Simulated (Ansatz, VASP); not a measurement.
## AlRu: VASP beside Ansatz

```
Al Ru
1.0
     2.88712    0.00000    0.00000
     0.00000    2.88712    0.00000
     0.00000    0.00000    2.93176
Al Ru
1 1
Direct
  0.00000 0.00000 0.00000
  0.50000 0.50000 0.50000
```

Change from the starting cell: strain -0.030 along x and y, -0.015 along z, atoms carried along.

Alike in both runs: task single point; functional PBEsol; k mesh 20 × 20 × 20; occupations gaussian, width 0.15 eV; no spin polarisation.

|  | VASP | Ansatz |
| --- | --- | --- |
| version | VASP 6.6.1 | Ansatz 0.2.0 |
| potentials or method | VASP PAW PBE potentials, release 64 (Al, Ru_pv), cutoff 520 eV | scalar-relativistic, plane waves, PAW |
| valence electrons in the cell | 17 | 19 |

```csv
,VASP,Ansatz,Ansatz less VASP
gap on the k mesh at the Fermi level (eV),none,none,-
pressure (GPa),19.8,19.7,-0.10
"traceless stress, the component that is largest in VASP (GPa)",-2.25,-2.23,+0.013
```

VASP's potentials were made for PBE, not for PBEsol. A gap of «none» marks a metal or a gap that the smearing closes. VASP's potentials hold 17 valence electrons a cell and Ansatz's 19, so a difference there can come from the potentials and not from the codes.
